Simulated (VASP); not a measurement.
# CO2 (P4_2/mnm) in VASP: single point with r2SCAN

Aim: the single point of CO2 with r2SCAN.

Everything below comes from runs of VASP 6.6.1. Logs are shortened: lines on timing, memory, paths and dates and some standing lists are left out, and cuts for length are marked.

**1. The cell of the first run**

Symmetry: P4_2/mnm, No. 136, tetragonal system. The conventional cell has a = 3.516 Å, b = 3.516 Å, c = 4.104 Å, α = 90.00°, β = 90.00°, γ = 90.00°. Within 1.5 Å of C (site symmetry mmm) lie 2 O at 1.14 Å. Within 1.5 Å of O (site symmetry m2m) lie 1 C at 1.14 Å.

**2. Single point, r2SCAN**

POSCAR reads:

```
CO2
1.0
    3.5161000000      0.0000000000      0.0000000000
    0.0000000000      3.5161000000      0.0000000000
    0.0000000000      0.0000000000      4.1043000000
C O
2 4
Direct
    0.0000000000      0.0000000000      0.0000000000
    0.5000000000      0.5000000000      0.5000000000
    0.2300000000      0.2300000000      0.0000000000
    0.2700000000      0.7300000000      0.5000000000
    0.7700000000      0.7700000000      0.0000000000
    0.7300000000      0.2700000000      0.5000000000
```

INCAR.step1 reads:

```
SYSTEM = CO2
PREC = Accurate
ENCUT = 520
ISMEAR = 0
SIGMA = 0.01
LREAL = .FALSE.
LASPH = .TRUE.
NELM = 100
NBANDS = 25
GGA = PE
ALGO = Normal
EDIFF = 1E-4
LWAVE = .TRUE.
LCHARG = .FALSE.
```

INCAR.step2 reads:

```
SYSTEM = CO2
PREC = Accurate
ENCUT = 520
EDIFF = 1E-6
ISMEAR = 0
SIGMA = 0.01
LREAL = .FALSE.
LASPH = .TRUE.
NELM = 100
ALGO = Normal
ISIF = 2
LWAVE = .FALSE.
LCHARG = .FALSE.
METAGGA = R2SCAN
LMIXTAU = .TRUE.
NBANDS = 25
ISTART = 1
```

KPOINTS reads:

```
Automatic mesh
0
Gamma
  6 6 5
  0.5 0.5 0
```

Potentials or basis: VASP PAW PBE potentials, release 64 (C, O).

Run with:

```bash
> cat potpaw_PBE.64/C/POTCAR potpaw_PBE.64/O/POTCAR > POTCAR
> cp INCAR.step1 INCAR
> mpirun -np 1 vasp_std > vasp.out
> cp INCAR.step2 INCAR
> mpirun -np 1 vasp_std > vasp.out
```

OUTCAR:

```text
SYSTEM = CO2
   PREC = Accurate
   ENCUT = 520
   EDIFF = 1E-6
   ISMEAR = 0
   LREAL = .FALSE.
   LASPH = .TRUE.
   NELM = 100
   ISIF = 2
   METAGGA = R2SCAN
   ISTART = 1

 ion  position               nearest neighbor table
   1  0.000  0.000  0.000-   3 1.14   5 1.14
   2  0.500  0.500  0.500-   4 1.14   6 1.14
   3  0.230  0.230  0.000-   1 1.14
   4  0.270  0.730  0.500-   2 1.14
   5  0.770  0.770  0.000-   1 1.14
   6  0.730  0.270  0.500-   2 1.14

  LATTYP: Found a simple tetragonal cell.
 ALAT       =     3.5161000000
 C/A-ratio  =     1.1672876198

  Lattice vectors:

 A1 = (   3.5161000000,   0.0000000000,   0.0000000000)
 A2 = (   0.0000000000,   3.5161000000,   0.0000000000)
 A3 = (   0.0000000000,   0.0000000000,   4.1043000000)

Analysis of symmetry for initial positions (statically):
=====================================================================
 Subroutine PRICEL returns:
 Original cell was already a primitive cell.

 Routine SETGRP: Setting up the symmetry group for a
 simple tetragonal supercell.

 Subroutine GETGRP returns: Found 16 space group operations
 (whereof  8 operations were pure point group operations)
 out of a pool of 16 trial point group operations.

The static configuration has the point symmetry D_2h.
 The point group associated with its full space group is D_4h.

Analysis of symmetry for dynamics (positions and initial velocities):
=====================================================================
 Subroutine PRICEL returns:
 Original cell was already a primitive cell.

 Routine SETGRP: Setting up the symmetry group for a
 simple tetragonal supercell.

 Subroutine GETGRP returns: Found 16 space group operations
 (whereof  8 operations were pure point group operations)
 out of a pool of 16 trial point group operations.

The dynamic configuration has the point symmetry D_2h.
 The point group associated with its full space group is D_4h.

 Subroutine INISYM returns: Found 16 space group operations
 (whereof  8 operations are pure point group operations),
 and found     1 'primitive' translations

----------------------------------------------------------------------------------------

                                     Primitive cell

  volume of cell :      50.7413

  direct lattice vectors                    reciprocal lattice vectors
     3.516100000  0.000000000  0.000000000     0.284406018  0.000000000  0.000000000
     0.000000000  3.516100000  0.000000000     0.000000000  0.284406018  0.000000000
     0.000000000  0.000000000  4.104300000     0.000000000  0.000000000  0.243646907

  length of vectors
     3.516100000  3.516100000  4.104300000     0.284406018  0.284406018  0.243646907

  position of ions in fractional coordinates (direct lattice)
     0.000000000  0.000000000  0.000000000
     0.500000000  0.500000000  0.500000000
     0.230000000  0.230000000  0.000000000
     0.270000000  0.730000000  0.500000000
     0.770000000  0.770000000  0.000000000
     0.730000000  0.270000000  0.500000000

  ion indices of the primitive-cell ions
   primitive index   ion index
                 1           1
                 2           2
                 3           3
                 4           4
                 5           5
                 6           6

----------------------------------------------------------------------------------------

 KPOINTS: Automatic mesh

Automatic generation of k-mesh.
 Grid dimensions read from file:
 generate k-points for:    6    6    5

 Generating k-lattice:

  Cartesian coordinates                     Fractional coordinates (reciprocal lattice)
     0.047401003  0.000000000  0.000000000     0.166666667  0.000000000  0.000000000
     0.000000000  0.047401003  0.000000000     0.000000000  0.166666667  0.000000000
     0.000000000  0.000000000  0.048729381     0.000000000  0.000000000  0.200000000

  Length of vectors
     0.047401003  0.047401003  0.048729381

  Shift w.r.t. Gamma in fractional coordinates (k-lattice)
     0.500000000  0.500000000  0.000000000

 Subroutine IBZKPT returns following result:
 ===========================================

 Found     18 irreducible k-points:

 Following reciprocal coordinates:
            Coordinates               Weight
  0.083333  0.083333  0.000000      4.000000
  0.250000  0.083333  0.000000      8.000000
  0.416667  0.083333  0.000000      8.000000
  0.250000  0.250000  0.000000      4.000000
  0.416667  0.250000  0.000000      8.000000
  0.416667  0.416667  0.000000      4.000000
[... 10 lines left out ...]
  0.416667  0.250000  0.400000     16.000000
  0.416667  0.416667  0.400000      8.000000
   k-points           NKPTS =     18   k-points in BZ     NKDIM =     18   number of bands    NBANDS=     25
   number of dos      NEDOS =    301   number of ions     NIONS =      6
   total plane-waves  NPLWV =  25088
   dimension x,y,z NGX =    28 NGY =   28 NGZ =   32
   dimension x,y,z NGXF=    56 NGYF=   56 NGZF=   64
   ions per type =               2   4
   NGX,Y,Z   is equivalent  to a cutoff of  13.24, 13.24, 12.96 a.u.
   NGXF,Y,Z  is equivalent  to a cutoff of  26.48, 26.48, 25.92 a.u.
 SYSTEM =  CO2
   PREC   = accura    normal or accurate (medium, high low for compatibility)
   ISTART =      1    job   : 0-new  1-cont  2-samecut
   ICHARG =      0    charge: 1-file 2-atom 10-const
   ISPIN  =      1    spin polarized calculation?
   LNONCOLLINEAR =      F non collinear calculations
   LSORBIT =      F    spin-orbit coupling
   LASPH  =      T    aspherical Exc in radial PAW
   ENCUT  =  520.0 eV  38.22 Ry    6.18 a.u.   6.54  6.54  7.63*2*pi/ulx,y,z
   NELM   =    100;   NELMIN=  2; NELMDL=  0     # of ELM steps
   EDIFF  = 0.1E-05   stopping-criterion for ELM
   LREAL  =      F    real-space projection
   EDIFFG = 0.1E-04   stopping-criterion for IOM
   NSW    =      0    number of steps for IOM
   IBRION =     -1    ionic relax: 0-MD 1-quasi-New 2-CG
   NFREE  =      0    steps in history (QN), initial steepest desc. (CG)
   ISIF   =      2    stress and relaxation
   ISYM   =      2    0-nonsym 1-usesym 2-fastsym
   POTIM  = 0.5000    time-step for ionic-motion
   TEBEG  =    0.0;   TEEND  =   0.0 temperature during run
   PSTRESS=    0.0 pullay stress
   NELECT =      32.0000    total number of electrons
   NUPDOWN=      -1.0000    fix difference up-down
   EMIN   =  10.00;   EMAX   =-10.00  energy-range for DOS
   EFERMI =   0.00;   METHOD = LEGACY
   ISMEAR =     0;   SIGMA  =   0.01  broadening in eV -4-tet -1-fermi 0-gaus
   EFERMI_NEDOS =   21; number of points for ismear=-14 and -15
   IALGO  =     38    algorithm
   IMIX   =      4    mixing-type and parameters
     AMIX     =   0.40;   BMIX     =  1.00
     AMIX_MAG =   1.60;   BMIX_MAG =  1.00
  volume/ion in A,a.u.               =       8.46        57.07
  Fermi-wavevector in a.u.,A,eV,Ry     =   1.403905  2.652995 26.816383  1.970949
  Thomas-Fermi vector in A             =   2.526520
   LORBIT       =      0    0 simple, 1 ext, 2 COOP (PROOUT), +10 PAW based schemes
   METAGGA = R2SCAN    functional components
   LHFCALC =     F    Hartree Fock is set to
   AEXX    =    0.0000 exact exchange contribution
   IVDW    =     0    specifies the selected vdW correction
   LEPSILON=     F    determine dielectric tensor
   LRPA    =     F    only Hartree local field effects (RPA)
 non-spin polarized calculation
 Gauss-broadening in eV      SIGMA  =   0.01
  energy-cutoff  :      520.00
  volume of cell :       50.74
 maximum number of plane-waves:      1383
 NGX is ok and might be reduce to    28
   NGX = 13   NGY = 13   NGZ = 15

 number of electron      32.0000018 magnetization

 Free energy of the ion-electron system (eV)
  ---------------------------------------------------
  ext. energy  EPLUGINS =         0.00000000
  ---------------------------------------------------
  free energy    TOTEN  =       -49.88947653 eV

  energy without entropy =      -49.88947653  energy(sigma->0) =      -49.88947653

 E-fermi :   0.9565     XC(G=0): -11.5056

 val. band max:        0.8970206993   @ k =   0.4167   0.4167   0.0000
 cond. band min:       7.6248938353   @ k =   0.0833   0.0833   0.0000
 fundamental gap:      6.7278731360
 Fermi energy:         0.9565196262

 k-point     1 :       0.0833    0.0833    0.0000
  band No.  band energies     occupation
      1     -23.0391      2.00000
      2     -21.7918      2.00000
      3     -20.8969      2.00000
      4     -20.8846      2.00000
      5      -6.7431      2.00000
      6      -6.6063      2.00000
[... 17 lines left out ...]
     24      18.9192      0.00000
     25      19.6785      0.00000

 k-point     2 :       0.2500    0.0833    0.0000
  band No.  band energies     occupation
      1     -22.8299      2.00000
      2     -21.8475      2.00000
      3     -21.0054      2.00000
      4     -20.9295      2.00000
      5      -6.5273      2.00000
      6      -6.1979      2.00000
[... 17 lines left out ...]
     24      18.9939      0.00000
     25      19.7523      0.00000

 k-point     3 :       0.4167    0.0833    0.0000
  band No.  band energies     occupation
      1     -22.4695      2.00000
      2     -22.0833      2.00000
      3     -21.0579      2.00000
      4     -21.0026      2.00000
      5      -6.1668      2.00000
      6      -5.8281      2.00000
[... 384 lines left out ...]
 k-point    17 :       0.4167    0.2500    0.4000
  band No.  band energies     occupation
      1     -22.1460      2.00000
      2     -22.0395      2.00000
      3     -21.1926      2.00000
      4     -21.1778      2.00000
      5      -7.3879      2.00000
      6      -6.9605      2.00000
[... 17 lines left out ...]
     24      18.2204      0.00000
     25      18.9693      0.00000

 k-point    18 :       0.4167    0.4167    0.4000
  band No.  band energies     occupation
      1     -22.0024      2.00000
      2     -21.9575      2.00000
      3     -21.2678      2.00000
      4     -21.2637      2.00000
      5      -7.4487      2.00000
      6      -7.2212      2.00000
[... 17 lines left out ...]
     24      17.3019      0.00000
     25      18.9630      0.00000

------------------------ aborting loop because EDIFF is reached ----------------------------------------

  FORCE on cell =-STRESS in cart. coord.  units (eV):
  Direction    XX          YY          ZZ          XY          YZ          ZX
  --------------------------------------------------------------------------------------
  -------------------------------------------------------------------------------------
  Total       11.7758541     11.7758541      7.5188644      0.0000000      0.0000000      0.0000000
  in kB      371.8274654    371.8274654    237.4112529      0.0000000      0.0000000      0.0000000
  external PRESSURE =     327.0220612 kB  Pullay stress =       0.0000000 kB

 VOLUME and BASIS-vectors are now :
 -----------------------------------------------------------------------------
  energy-cutoff  :      520.00
  volume of cell :       50.74
      direct lattice vectors                 reciprocal lattice vectors
     3.516100000  0.000000000  0.000000000     0.284406018  0.000000000  0.000000000
     0.000000000  3.516100000  0.000000000     0.000000000  0.284406018  0.000000000
     0.000000000  0.000000000  4.104300000     0.000000000  0.000000000  0.243646907

 POSITION                                       TOTAL-FORCE (eV/Angst)
 -----------------------------------------------------------------------------------
      0.00000      0.00000      0.00000         0.000000      0.000000      0.000000
      1.75805      1.75805      2.05215         0.000000      0.000000      0.000000
      0.80870      0.80870      0.00000         1.205261      1.205261      0.000000
      0.94935      2.56675      2.05215        -1.205261      1.205261      0.000000
      2.70740      2.70740      0.00000        -1.205261     -1.205261     -0.000000
      2.56675      0.94935      2.05215         1.205261     -1.205261      0.000000
 -----------------------------------------------------------------------------------
    total drift:                                0.000000     -0.000000      0.000000

  FREE ENERGIE OF THE ION-ELECTRON SYSTEM (eV)
  ---------------------------------------------------
  free  energy   TOTEN  =       -49.8894765267 eV

  energy  without entropy=      -49.8894765267  energy(sigma->0) =      -49.88947653
```

It took 85 s on 1 thread of AMD EPYC 7R43 (Zen 3), shared host; peak memory 0.13 GiB.

What came out:

```yaml
Free_energy: -49.8895 eV
Pressure: 32.7 GPa
Largest_force: 1.704 eV/Å
Band_gap_on_the_k_mesh: 6.73 eV (least direct gap 7.53 eV)
```

Forces on the atoms (eV/Å):
```
C    0.000  0.000  0.000
C    0.000  0.000  0.000
O    1.205  1.205  0.000
O   -1.205  1.205  0.000
O   -1.205 -1.205  0.000
O    1.205 -1.205  0.000
```

Stress tensor (GPa, compression positive):
```
37.18  0.00  0.00
 0.00 37.18  0.00
 0.00  0.00 23.74
```

Caveat: the stress differs along the axes, from 24 to 37 GPa; the PAW data sets were made with another functional, which shifts forces and pressure a little; a shifted mesh leaves out Γ, where band edges can lie.
